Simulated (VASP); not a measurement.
# Rb (Pm-3m) in VASP: further runs, part 2 of 2

VASP 6.6.1.

## 3. Single point, revPBE (volume scaled by 0.96)

Input file INCAR:

```
PREC = Accurate
ENCUT = 520
EDIFF = 1E-7
ISMEAR = -1
SIGMA = 0.1
LREAL = False
LASPH = True
NELM = 60
ALGO = Normal
ISIF = 2
LWAVE = False
LCHARG = True
GGA = RE
LELF = True
LVHAR = True
NBANDS = 10
```

Input file KPOINTS:

```
regular mesh
0
Gamma
  8 8 8
```

Input file POSCAR:

```
Rb
1.0
    4.6948568657      0.0000000000      0.0000000000
    0.0000000000      4.6948568657      0.0000000000
    0.0000000000      0.0000000000      4.6948568657
Rb
1
Direct
    0.0000000000      0.0000000000      0.0000000000
```

Potentials or basis: VASP PAW PBE potentials, release 64 (Rb_sv).

Started as:

```bash
$ cat potpaw_PBE.64/Rb_sv/POTCAR > POTCAR
$ mpirun -np 1 vasp_std > vasp.out
```

OUTCAR:

```text
PREC = Accurate
   ENCUT = 520
   EDIFF = 1E-7
   ISMEAR = -1
   LREAL = False
   LASPH = True
   NELM = 60
   ISIF = 2
   GGA = RE

 ion  position               nearest neighbor table
   1  0.000  0.000  0.000-

  LATTYP: Found a simple cubic cell.
 ALAT       =     4.6948568657

  Lattice vectors:

 A1 = (   4.6948568657,   0.0000000000,   0.0000000000)
 A2 = (   0.0000000000,   4.6948568657,   0.0000000000)
 A3 = (   0.0000000000,   0.0000000000,   4.6948568657)

Analysis of symmetry for initial positions (statically):
=====================================================================
 Subroutine PRICEL returns:
 Original cell was already a primitive cell.

 Routine SETGRP: Setting up the symmetry group for a
 simple cubic supercell.

 Subroutine GETGRP returns: Found 48 space group operations
 (whereof 48 operations were pure point group operations)
 out of a pool of 48 trial point group operations.

The static configuration has the point symmetry O_h .

Analysis of symmetry for dynamics (positions and initial velocities):
=====================================================================
 Subroutine PRICEL returns:
 Original cell was already a primitive cell.

 Routine SETGRP: Setting up the symmetry group for a
 simple cubic supercell.

 Subroutine GETGRP returns: Found 48 space group operations
 (whereof 48 operations were pure point group operations)
 out of a pool of 48 trial point group operations.

The dynamic configuration has the point symmetry O_h .

 Subroutine INISYM returns: Found 48 space group operations
 (whereof 48 operations are pure point group operations),
 and found     1 'primitive' translations

----------------------------------------------------------------------------------------

                                     Primitive cell

  volume of cell :     103.4825

  direct lattice vectors                    reciprocal lattice vectors
     4.694856866  0.000000000  0.000000000     0.212999039  0.000000000  0.000000000
     0.000000000  4.694856866  0.000000000     0.000000000  0.212999039  0.000000000
     0.000000000  0.000000000  4.694856866     0.000000000  0.000000000  0.212999039

  length of vectors
     4.694856866  4.694856866  4.694856866     0.212999039  0.212999039  0.212999039

  position of ions in fractional coordinates (direct lattice)
     0.000000000  0.000000000  0.000000000

  ion indices of the primitive-cell ions
   primitive index   ion index
                 1           1

----------------------------------------------------------------------------------------

 KPOINTS: regular mesh

Automatic generation of k-mesh.
 Grid dimensions read from file:
 generate k-points for:    8    8    8

 Generating k-lattice:

  Cartesian coordinates                     Fractional coordinates (reciprocal lattice)
     0.026624880  0.000000000  0.000000000     0.125000000  0.000000000  0.000000000
     0.000000000  0.026624880  0.000000000     0.000000000  0.125000000  0.000000000
     0.000000000  0.000000000  0.026624880     0.000000000  0.000000000  0.125000000

  Length of vectors
     0.026624880  0.026624880  0.026624880

  Shift w.r.t. Gamma in fractional coordinates (k-lattice)
     0.000000000  0.000000000  0.000000000

 Subroutine IBZKPT returns following result:
 ===========================================

 Found     35 irreducible k-points:

 Following reciprocal coordinates:
            Coordinates               Weight
  0.000000  0.000000  0.000000      1.000000
  0.125000  0.000000  0.000000      6.000000
  0.250000  0.000000  0.000000      6.000000
  0.375000  0.000000  0.000000      6.000000
  0.500000  0.000000  0.000000      3.000000
  0.125000  0.125000  0.000000     12.000000
[... 16 lines left out ...]
  0.375000  0.375000  0.125000     24.000000
  0.500000  0.375000  0.125000     24.000000
 [... further k-points ...]
   k-points           NKPTS =     35   k-points in BZ     NKDIM =     35   number of bands    NBANDS=     10
   number of dos      NEDOS =    301   number of ions     NIONS =      1
   total plane-waves  NPLWV =  46656
   dimension x,y,z NGX =    36 NGY =   36 NGZ =   36
   dimension x,y,z NGXF=    72 NGYF=   72 NGZF=   72
   ions per type =               1
   NGX,Y,Z   is equivalent  to a cutoff of  12.75, 12.75, 12.75 a.u.
   NGXF,Y,Z  is equivalent  to a cutoff of  25.50, 25.50, 25.50 a.u.
 SYSTEM =  unknown system
   PREC   = accura    normal or accurate (medium, high low for compatibility)
   ISTART =      0    job   : 0-new  1-cont  2-samecut
   ICHARG =      2    charge: 1-file 2-atom 10-const
   ISPIN  =      1    spin polarized calculation?
   LNONCOLLINEAR =      F non collinear calculations
   LSORBIT =      F    spin-orbit coupling
   LASPH  =      T    aspherical Exc in radial PAW
   ENCUT  =  520.0 eV  38.22 Ry    6.18 a.u.   8.73  8.73  8.73*2*pi/ulx,y,z
   NELM   =     60;   NELMIN=  2; NELMDL= -5     # of ELM steps
   EDIFF  = 0.1E-06   stopping-criterion for ELM
   LREAL  =      F    real-space projection
   EDIFFG = 0.1E-05   stopping-criterion for IOM
   NSW    =      0    number of steps for IOM
   IBRION =     -1    ionic relax: 0-MD 1-quasi-New 2-CG
   NFREE  =      0    steps in history (QN), initial steepest desc. (CG)
   ISIF   =      2    stress and relaxation
   ISYM   =      2    0-nonsym 1-usesym 2-fastsym
   POTIM  = 0.5000    time-step for ionic-motion
   TEBEG  =    0.0;   TEEND  =   0.0 temperature during run
   PSTRESS=    0.0 pullay stress
   NELECT =       9.0000    total number of electrons
   NUPDOWN=      -1.0000    fix difference up-down
   EMIN   =  10.00;   EMAX   =-10.00  energy-range for DOS
   EFERMI =   0.00;   METHOD = LEGACY
   ISMEAR =    -1;   SIGMA  =   0.10  broadening in eV -4-tet -1-fermi 0-gaus
   EFERMI_NEDOS =   21; number of points for ismear=-14 and -15
   IALGO  =     38    algorithm
   IMIX   =      4    mixing-type and parameters
     AMIX     =   0.40;   BMIX     =  1.00
     AMIX_MAG =   1.60;   BMIX_MAG =  1.00
  volume/ion in A,a.u.               =     103.48       698.33
  Fermi-wavevector in a.u.,A,eV,Ry     =   0.725326  1.370668  7.157997  0.526098
  Thomas-Fermi vector in A             =   1.816020
   LORBIT       =      0    0 simple, 1 ext, 2 COOP (PROOUT), +10 PAW based schemes
   GGA     = RE    functional components
   LHFCALC =     F    Hartree Fock is set to
   AEXX    =    0.0000 exact exchange contribution
   IVDW    =     0    specifies the selected vdW correction
   LEPSILON=     F    determine dielectric tensor
   LRPA    =     F    only Hartree local field effects (RPA)
 non-spin polarized calculation
  energy-cutoff  :      520.00
  volume of cell :      103.48
 maximum number of plane-waves:      2809
 NGX is ok and might be reduce to    36
   NGX = 17   NGY = 17   NGZ = 17

 number of electron       9.0000000 magnetization

 Free energy of the ion-electron system (eV)
  ---------------------------------------------------
  ext. energy  EPLUGINS =         0.00000000
  ---------------------------------------------------
  free energy    TOTEN  =        -0.75582140 eV

  energy without entropy =       -0.72767093  energy(sigma->0) =       -0.74174617

 E-fermi :  -0.1235     XC(G=0):  -5.0485

 val. band max:       -0.2506559181   @ k =   0.5000   0.0000   0.0000
 cond. band min:      -0.1031091332   @ k =   0.5000   0.1250   0.0000
 fundamental gap:      0.1475467849
 Fermi energy:        -0.1234751057

 k-point     1 :       0.0000    0.0000    0.0000
  band No.  band energies     occupation
      1     -29.2941      2.00000
      2     -13.3388      2.00000
      3     -13.3388      2.00000
      4     -13.3388      2.00000
      5      -1.9296      2.00000
      6       2.2323      0.00000
      7       2.2323      0.00000
      8       5.3734      0.00000
      9       5.3734      0.00000
     10       5.3734      0.00000

 k-point     2 :       0.1250    0.0000    0.0000
  band No.  band energies     occupation
      1     -29.2936      2.00000
      2     -13.3534      2.00000
      3     -13.3376      2.00000
      4     -13.3376      2.00000
      5      -1.7996      2.00000
      6       2.1296      0.00000
      7       2.2983      0.00000
      8       4.8527      0.00000
      9       4.8527      0.00000
     10       4.9018      0.00000
[... 274 lines left out ...]
 k-point    24 :       0.5000    0.3750    0.1250
  band No.  band energies     occupation
      1     -29.2873      2.00000
      2     -13.4247      2.00000
      3     -13.4094      2.00000
      4     -13.3372      2.00000
      5       0.6584      0.00080
      6       1.0704      0.00001
      7       2.1211      0.00000
      8       2.5066      0.00000
      9       4.1420      0.00000
     10       4.2121      0.00000

 [... further k-points ...]
[... 5 lines left out ...]
  --------------------------------------------------------------------------------------
  -------------------------------------------------------------------------------------
  Total        0.0523148      0.0523148      0.0523148      0.0000000      0.0000000     -0.0000000
  in kB        0.8099689      0.8099689      0.8099689      0.0000000      0.0000000     -0.0000000
  external PRESSURE =       0.8099689 kB  Pullay stress =       0.0000000 kB

 VOLUME and BASIS-vectors are now :
 -----------------------------------------------------------------------------
  energy-cutoff  :      520.00
  volume of cell :      103.48
      direct lattice vectors                 reciprocal lattice vectors
     4.694856866  0.000000000  0.000000000     0.212999039  0.000000000  0.000000000
     0.000000000  4.694856866  0.000000000     0.000000000  0.212999039  0.000000000
     0.000000000  0.000000000  4.694856866     0.000000000  0.000000000  0.212999039

 POSITION                                       TOTAL-FORCE (eV/Angst)
 -----------------------------------------------------------------------------------
      0.00000      0.00000      0.00000         0.000000      0.000000      0.000000
 -----------------------------------------------------------------------------------
    total drift:                               -0.000000     -0.000000     -0.000000

  FREE ENERGIE OF THE ION-ELECTRON SYSTEM (eV)
  ---------------------------------------------------
  free  energy   TOTEN  =        -0.7558214022 eV

  energy  without entropy=       -0.7276709322  energy(sigma->0) =       -0.74174617
```

stdout:

```text
POSCAR found type information on POSCAR Rb
 POSCAR found :  1 types and       1 ions
 scaLAPACK will be used
 -----------------------------------------------------------------------------
|                                                                             |
|                                                                             |
|     You enforced a specific xc type in the INCAR file but a different       |
|     I HOPE YOU KNOW WHAT YOU ARE DOING!                                     |
|                                                                             |
 -----------------------------------------------------------------------------

 LDA part: xc-table for (Slater+PW92), standard interpolation
 POSCAR, INCAR and KPOINTS ok, starting setup
 FFT: planning ... GRIDC
 FFT: planning ... GRID_SOFT
 FFT: planning ... GRID
 WAVECAR not read
 entering main loop
```

Wall time 23 s (1 thread of AMD EPYC 9R45 (Zen 5), shared host); peak memory 0.17 GiB.

What came out:

```
Free energy : -0.7558 eV
Pressure    : 0.1 GPa
```

Caveat: the cell differs from its parent crystal (volume scaled by 0.96); the PAW data sets were made with another functional, which shifts forces and pressure a little.

## 4. Single point, revPBE

This run uses another cell than the first one, of 107.79 Å³/atom, 1.087 times its volume.

Input file INCAR:

```
ALGO = Normal ; EDIFF = 1E-6
ENCUT = 520 ; GGA = RE
ISIF = 2 ; ISMEAR = -1
LASPH = T ; LCHARG = F
LREAL = F ; LWAVE = F
NBANDS = 10 ; NELM = 100
PREC = Accurate ; SIGMA = 0.1
```

Input file KPOINTS:

```
k-points
0
Gamma
  8 8 8
```

Input file POSCAR:

```
Rb
1.0
    4.7591779662      0.0000000000      0.0000000000
    0.0000000000      4.7591779662      0.0000000000
    0.0000000000      0.0000000000      4.7591779662
Rb
1
Direct
    0.0000000000      0.0000000000      0.0000000000
```

Started as:

```bash
$ cat potpaw_PBE.64/Rb_sv/POTCAR > POTCAR
$ mpirun -np 1 vasp_std > vasp.out
```

Wall time 19 s (1 thread of AMD EPYC 9R45 (Zen 5), shared host); peak memory 0.17 GiB.

Results (log left out):

| Item | Value |
| --- | --- |
| Free energy | -0.7569 eV |
| Pressure | 0.0 GPa |

Levels at points of the mesh, in eV from the Fermi level:
```
           k point  band 2  band 3  band 4  band 5  band 6  band 7
(0.00, 0.00, 0.00)  -13.23  -13.23  -13.23   -1.75    2.35    2.35
(0.50, 0.00, 0.00)  -13.32  -13.23  -13.23   -0.13    0.26    2.91
(0.50, 0.50, 0.00)  -13.31  -13.31  -13.22    0.88    1.61    1.93
(0.50, 0.50, 0.50)  -13.30  -13.30  -13.30    1.84    1.84    1.84
```

Caveat: the PAW data sets were made with another functional, which shifts forces and pressure a little.

## 5. Overview

```csv
cell,gap on the mesh (eV),pressure (GPa)
"a = 4.629 Å, 1 atom",none,0.2
"a = 4.695 Å, 1 atom",none,0.1
"a = 4.759 Å, 1 atom",none,0.0
```

Alike in all rows: task single point; level revPBE; potentials or basis VASP PAW PBE potentials, release 64 (Rb_sv); no spin polarisation; k mesh 8 × 8 × 8; cutoff (eV) 520; smearing fermi-dirac 0.1 eV.

Caveats: the PAW data sets were made with another functional, which shifts forces and pressure a little.

Absolute energies hang on the potentials; compare differences alone.
